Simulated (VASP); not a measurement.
# BaW (P3_221) in VASP: notebook, part 3 of 3

VASP 6.6.1.

## Step 5: Relaxation of cell and atoms, PBE

This run uses another cell than the first one, of 26.35 Å³/atom.

The input, INCAR:

```
PREC     = Accurate       # precision mode
ENCUT    = 600            # plane-wave cutoff, eV
EDIFF    = 1E-6           # SCF threshold, eV
ISMEAR   = 0              # smearing method
SIGMA    = 0.1            # smearing width, eV
LREAL    = False          # projectors in reciprocal space
LASPH    = True           # aspherical terms in the spheres
NELM     = 100            # most SCF steps
ALGO     = Fast           # electronic algorithm
ISIF     = 3              # what is computed and relaxed
LWAVE    = False          # write WAVECAR
LCHARG   = False          # write CHGCAR
GGA      = PE             # functional
IBRION   = 2              # ionic algorithm
NSW      = 90             # ionic steps
EDIFFG   = -0.04          # ionic threshold
```

The input, KPOINTS:

```
Automatic mesh
0
Gamma
  6 6 4
```

The input, POSCAR:

```
BaW
1.0
    5.3555471904      0.0000000000      0.0000000000
   -2.6777735952      4.6380399181      0.0000000000
    0.0000000000      0.0000000000      6.3658350410
Ba W
3 3
Direct
    0.6941546518      0.0000000000      0.6666666667
    0.0000000000      0.6941546518      0.3333333333
    0.3058453482      0.3058453482      0.0000000000
    0.5763475246      0.0000000000      0.1666666667
    0.0000000000      0.5763475246      0.8333333333
    0.4236524754      0.4236524754      0.5000000000
```

Potentials or basis: VASP PAW PBE potentials, release 64 (Ba_sv, W_sv).

Command:

```sh
> cat potpaw_PBE.64/Ba_sv/POTCAR potpaw_PBE.64/W_sv/POTCAR > POTCAR
> mpirun -np 1 vasp_std > vasp.out
```

OUTCAR:

```text
PREC = Accurate
   ENCUT = 600
   EDIFF = 1E-6
   ISMEAR = 0
   LREAL = False
   LASPH = True
   NELM = 100
   ISIF = 3
   GGA = PE
   IBRION = 2
   NSW = 90
   EDIFFG = -0.04

 ion  position               nearest neighbor table
   1  0.694  0.000  0.667-   5 2.88   6 2.88   4 3.24   4 3.24   5 3.41   6 3.41   3 3.54   2 3.54
                             5 3.56   6 3.56   3 3.86   3 3.86   2 3.86   2 3.86
   2  0.000  0.694  0.333-   4 2.88   6 2.88   5 3.24   5 3.24   4 3.41   6 3.41   3 3.54   1 3.54
                             4 3.56   6 3.56   3 3.86   3 3.86   1 3.86   1 3.86
   3  0.306  0.306  0.000-   5 2.88   4 2.88   6 3.24   6 3.24   5 3.41   4 3.41   1 3.54   2 3.54
                             4 3.56   5 3.56   1 3.86   2 3.86   2 3.86   1 3.86
   4  0.576  0.000  0.167-   2 2.88   3 2.88   1 3.24   1 3.24   2 3.41   3 3.41   6 3.49   6 3.49
                             5 3.49   5 3.49   2 3.56   3 3.56
   5  0.000  0.576  0.833-   1 2.88   3 2.88   2 3.24   2 3.24   1 3.41   3 3.41   6 3.49   6 3.49
                             4 3.49   4 3.49   1 3.56   3 3.56
   6  0.424  0.424  0.500-   2 2.88   1 2.88   3 3.24   3 3.24   2 3.41   1 3.41   5 3.49   5 3.49
                             4 3.49   4 3.49   1 3.56   2 3.56

  LATTYP: Found a hexagonal cell.
 ALAT       =     5.3555471904
 C/A-ratio  =     1.1886432543

  Lattice vectors:

 A1 = (   5.3555471904,   0.0000000000,   0.0000000000)
 A2 = (  -2.6777735952,   4.6380399181,   0.0000000000)
 A3 = (   0.0000000000,   0.0000000000,   6.3658350410)

Analysis of symmetry for initial positions (statically):
=====================================================================
 Subroutine PRICEL returns:
 Original cell was already a primitive cell.

 Routine SETGRP: Setting up the symmetry group for a
 hexagonal supercell.

 Subroutine GETGRP returns: Found  6 space group operations
 (whereof  2 operations were pure point group operations)
 out of a pool of 24 trial point group operations.

The static configuration has the point symmetry C_2 .
 The point group associated with its full space group is D_3 .

Analysis of symmetry for dynamics (positions and initial velocities):
=====================================================================
 Subroutine PRICEL returns:
 Original cell was already a primitive cell.

 Routine SETGRP: Setting up the symmetry group for a
 hexagonal supercell.

 Subroutine GETGRP returns: Found  6 space group operations
 (whereof  2 operations were pure point group operations)
 out of a pool of 24 trial point group operations.

The dynamic configuration has the point symmetry C_2 .
 The point group associated with its full space group is D_3 .

 Subroutine INISYM returns: Found  6 space group operations
 (whereof  2 operations are pure point group operations),
 and found     1 'primitive' translations

----------------------------------------------------------------------------------------

                                     Primitive cell

  volume of cell :     158.1225

  direct lattice vectors                    reciprocal lattice vectors
     5.355547190  0.000000000  0.000000000     0.186722283  0.107804161  0.000000000
    -2.677773595  4.638039918  0.000000000     0.000000000  0.215608321  0.000000000
     0.000000000  0.000000000  6.365835041     0.000000000  0.000000000  0.157088582

  length of vectors
     5.355547190  5.355547190  6.365835041     0.215608321  0.215608321  0.157088582

  position of ions in fractional coordinates (direct lattice)
[... 31 lines left out ...]
  Length of vectors
     0.035934720  0.035934720  0.039272146

  Shift w.r.t. Gamma in fractional coordinates (k-lattice)
     0.000000000  0.000000000  0.000000000

 Subroutine IBZKPT returns following result:
 ===========================================

 Found     24 irreducible k-points:

 Following reciprocal coordinates:
            Coordinates               Weight
  0.000000  0.000000  0.000000      1.000000
  0.166667  0.000000  0.000000      6.000000
  0.333333  0.000000  0.000000      6.000000
  0.500000  0.000000  0.000000      3.000000
  0.166667  0.166667  0.000000      6.000000
  0.333333  0.166667  0.000000     12.000000
[... 16 lines left out ...]
  0.333333  0.166667  0.500000     12.000000
  0.333333  0.333333  0.500000      2.000000
   k-points           NKPTS =     24   k-points in BZ     NKDIM =     24   number of bands    NBANDS=     43
   number of dos      NEDOS =    301   number of ions     NIONS =      6
   total plane-waves  NPLWV = 124416
   dimension x,y,z NGX =    48 NGY =   48 NGZ =   54
   dimension x,y,z NGXF=    96 NGYF=   96 NGZF=  108
   ions per type =               3   3
   NGX,Y,Z   is equivalent  to a cutoff of  14.90, 14.90, 14.10 a.u.
   NGXF,Y,Z  is equivalent  to a cutoff of  29.80, 29.80, 28.20 a.u.
 SYSTEM =  unknown system
   PREC   = accura    normal or accurate (medium, high low for compatibility)
   ISTART =      0    job   : 0-new  1-cont  2-samecut
   ICHARG =      2    charge: 1-file 2-atom 10-const
   ISPIN  =      1    spin polarized calculation?
   LNONCOLLINEAR =      F non collinear calculations
   LSORBIT =      F    spin-orbit coupling
   LASPH  =      T    aspherical Exc in radial PAW
   ENCUT  =  600.0 eV  44.10 Ry    6.64 a.u.  10.70 10.70 12.71*2*pi/ulx,y,z
   NELM   =    100;   NELMIN=  2; NELMDL= -5     # of ELM steps
   EDIFF  = 0.1E-05   stopping-criterion for ELM
   LREAL  =      F    real-space projection
   EDIFFG = -.4E-01   stopping-criterion for IOM
   NSW    =     90    number of steps for IOM
   IBRION =      2    ionic relax: 0-MD 1-quasi-New 2-CG
   NFREE  =      1    steps in history (QN), initial steepest desc. (CG)
   ISIF   =      3    stress and relaxation
   ISYM   =      2    0-nonsym 1-usesym 2-fastsym
   POTIM  = 0.5000    time-step for ionic-motion
   TEBEG  =    0.0;   TEEND  =   0.0 temperature during run
   PSTRESS=    0.0 pullay stress
   NELECT =      72.0000    total number of electrons
   NUPDOWN=      -1.0000    fix difference up-down
   EMIN   =  10.00;   EMAX   =-10.00  energy-range for DOS
   EFERMI =   0.00;   METHOD = LEGACY
   ISMEAR =     0;   SIGMA  =   0.10  broadening in eV -4-tet -1-fermi 0-gaus
   EFERMI_NEDOS =   21; number of points for ismear=-14 and -15
   IALGO  =     68    algorithm
   IMIX   =      4    mixing-type and parameters
     AMIX     =   0.40;   BMIX     =  1.00
     AMIX_MAG =   1.60;   BMIX_MAG =  1.00
  volume/ion in A,a.u.               =      26.35       177.84
  Fermi-wavevector in a.u.,A,eV,Ry     =   1.259470  2.380053 21.582434  1.586264
  Thomas-Fermi vector in A             =   2.393028
   LORBIT       =      0    0 simple, 1 ext, 2 COOP (PROOUT), +10 PAW based schemes
   GGA     = PE    functional components
   LHFCALC =     F    Hartree Fock is set to
   AEXX    =    0.0000 exact exchange contribution
   IVDW    =     0    specifies the selected vdW correction
   LEPSILON=     F    determine dielectric tensor
   LRPA    =     F    only Hartree local field effects (RPA)
 conjugate gradient relaxation of ions
 non-spin polarized calculation
 RMM-DIIS sequential band-by-band and
 Gauss-broadening in eV      SIGMA  =   0.10
  energy-cutoff  :      600.00
  volume of cell :      158.12
 maximum number of plane-waves:      5307
 NGX is ok and might be reduce to    48
   NGX = 21   NGY = 21   NGZ = 25

--------------------------------------- Ionic step        1  -------------------------------------------

 number of electron      72.0000003 magnetization

 Free energy of the ion-electron system (eV)
  ---------------------------------------------------
  ext. energy  EPLUGINS =         0.00000000
  ---------------------------------------------------
  free energy    TOTEN  =       -31.15095077 eV

  energy without entropy =      -31.11014937  energy(sigma->0) =      -31.13055007

------------------------ aborting loop because EDIFF is reached ----------------------------------------

  FORCE on cell =-STRESS in cart. coord.  units (eV):
  Direction    XX          YY          ZZ          XY          YZ          ZX
  --------------------------------------------------------------------------------------
  -------------------------------------------------------------------------------------
  Total        2.9274166      2.9274166      2.3128382     -0.0000000      0.0000000      0.0000000
  in kB       29.6620663     29.6620663     23.4348469     -0.0000000      0.0000000      0.0000000
  external PRESSURE =      27.5863265 kB  Pullay stress =       0.0000000 kB
[... 267 lines left out ...]
--------------------------------------- Ionic step        8  -------------------------------------------

 number of electron      71.9999999 magnetization

 Free energy of the ion-electron system (eV)
  ---------------------------------------------------
  ext. energy  EPLUGINS =         0.00000000
  ---------------------------------------------------
  free energy    TOTEN  =       -31.24262796 eV

  energy without entropy =      -31.20022628  energy(sigma->0) =      -31.22142712

 E-fermi :   4.8297     XC(G=0): -10.5641

 val. band max:        4.8159955420   @ k =   0.3333   0.1667   0.5000
 cond. band min:       4.8670167341   @ k =   0.1667   0.0000   0.5000
 fundamental gap:      0.0510211921
 Fermi energy:         4.8297079537

 k-point     1 :       0.0000    0.0000    0.0000
  band No.  band energies     occupation
      1     -68.9778      2.00000
      2     -68.9757      2.00000
      3     -68.9757      2.00000
      4     -33.2038      2.00000
      5     -33.2038      2.00000
      6     -33.2020      2.00000
[... 1126 lines left out ...]
  FREE ENERGIE OF THE ION-ELECTRON SYSTEM (eV)
  ---------------------------------------------------
  free  energy   TOTEN  =       -31.2426279556 eV

  energy  without entropy=      -31.2002262786  energy(sigma->0) =      -31.22142712

 reached required accuracy - stopping structural energy minimisation
```

Run time: 22 min. Hardware: 1 thread of Intel Xeon 6975P-C (Granite Rapids), shared host; peak memory 0.5 GiB.

What came out:

* Free energy: -31.2426 eV
* Relaxed volume: 27.60 Å³/atom
* Relaxed cell: a = 5.442 Å, b = 5.442 Å, c = 6.459 Å, α = 90.00°, β = 90.00°, γ = 120.00°
* Space group after relaxing (to 0.1 Å): P3_221 (No. 154)
* Energy gained by relaxing: 15.3 meV/atom
* Ionic steps: 8
* Pressure after relaxing: -0.1 GPa
* Largest force after relaxing: 0.007 eV/Å
* Band gap on the k mesh: zero (bands 36 and 37 overlap by 0.33 eV)

Forces in eV/Å, atoms in the order of the input:
```
Ba   0.007  0.000  0.000
Ba  -0.004  0.006  0.000
Ba  -0.004 -0.006  0.000
W    0.007  0.000  0.000
W   -0.004  0.006  0.000
W   -0.004 -0.006  0.000
```

Step by step:
| step | energy change (eV) | largest force (eV/Å) | pressure (GPa) | volume (Å³) |
| --- | --- | --- | --- | --- |
| 1 | 0.0000 | 0.3272 | 2.76 | 158.12 |
| 2 | -0.0710 | 0.1456 | -0.78 | 168.73 |
| 3 | -0.0759 | 0.1471 | -0.12 | 166.43 |
| 4 | -0.0806 | 0.1226 | -0.09 | 166.20 |
| 5 | -0.0892 | 0.0460 | 0.02 | 165.50 |
| 6 | -0.0811 | 0.1151 | 0.28 | 164.12 |
| 7 | -0.0903 | 0.0131 | 0.08 | 165.15 |
| 8 | -0.0917 | 0.0070 | -0.07 | 165.62 |

Final structure:
```cif
data_structure
_symmetry_space_group_name_H-M 'P 1'
_symmetry_Int_Tables_number 1
_cell_length_a 5.4416
_cell_length_b 5.4416
_cell_length_c 6.4586
_cell_angle_alpha 90.000
_cell_angle_beta 90.000
_cell_angle_gamma 120.000
_cell_volume 165.62
loop_
_atom_site_label
_atom_site_type_symbol
_atom_site_fract_x
_atom_site_fract_y
_atom_site_fract_z
_atom_site_occupancy
Ba1 Ba 0.68526 0.00000 0.66667 1
Ba2 Ba 0.00000 0.68526 0.33333 1
Ba3 Ba 0.31474 0.31474 0.00000 1
W1 W 0.58501 0.00000 0.16667 1
W2 W 0.00000 0.58501 0.83333 1
W3 W 0.41499 0.41499 0.50000 1
```

Levels at points of the mesh, in eV from the Fermi level:
| k point | band 32 | band 33 | band 34 | band 35 | band 36 | band 37 | band 38 | band 39 | band 40 | band 41 |
| --- | --- | --- | --- | --- | --- | --- | --- | --- | --- | --- |
| (0.00, 0.00, 0.00) | -0.63 | -0.39 | -0.39 | -0.31 | -0.21 | 0.21 | 0.21 | 0.57 | 0.57 | 0.58 |
| (0.50, 0.00, 0.00) | -0.86 | -0.53 | -0.47 | -0.31 | -0.19 | -0.07 | 0.13 | 0.43 | 0.67 | 1.39 |
| (0.00, 0.00, 0.50) | -0.68 | -0.48 | -0.28 | 0.21 | 0.21 | 0.26 | 0.46 | 0.46 | 0.76 | 0.83 |
| (0.50, 0.00, 0.50) | -0.86 | -0.65 | -0.36 | -0.34 | -0.14 | -0.12 | 0.43 | 0.52 | 0.70 | 0.93 |

Caveat: spin-orbit coupling is left out, which moves the levels of the heavy elements.

## Step 6: Summary

| task | cell | k mesh | cutoff (eV) | gap on the mesh (eV) | pressure (GPa) | largest force (eV/Å) |
| --- | --- | --- | --- | --- | --- | --- |
| single point | a = 4.360, b = 4.360, c = 9.989 Å, angles 90.0, 90.0, 120.0°, 6 atoms, atomic positions A | 6 × 6 × 2 | 520 | none | 16.9 | 3.65 |
| single point | a = 5.356, b = 5.356, c = 6.366 Å, angles 90.0, 90.0, 120.0°, 6 atoms, atomic positions B | 6 × 6 × 2 | 520 | none | 2.3 | 0.25 |
| single point | a = 5.382, b = 5.382, c = 6.377 Å, angles 90.0, 90.0, 120.0°, 6 atoms, atomic positions C | 6 × 6 × 4 | 520 | none | 2.0 | 0.25 |
| relaxation of cell and atoms | relaxed from a = 5.356, b = 5.356, c = 6.366 Å, angles 90.0, 90.0, 120.0°, 6 atoms, atomic positions B | 6 × 6 × 4 | 600 | none | -0.1 | 0.01 |

Alike in all rows: level PBE; potentials or basis VASP PAW PBE potentials, release 64 (Ba_sv, W_sv); no spin polarisation; smearing gaussian 0.1 eV.

Caveats: some runs use coarse meshes; spin-orbit coupling is left out, which moves the levels of the heavy elements; the cell stands under pressure (at least some runs); forces of over 1 eV/Å act on the atoms, so gaps and moduli don't describe the material at rest (at least some runs).

Total energies depend on the potentials used, so only differences within one code and one set of settings carry meaning.

The gap in the log of VASP goes by the Fermi energy; the results here count the filled bands.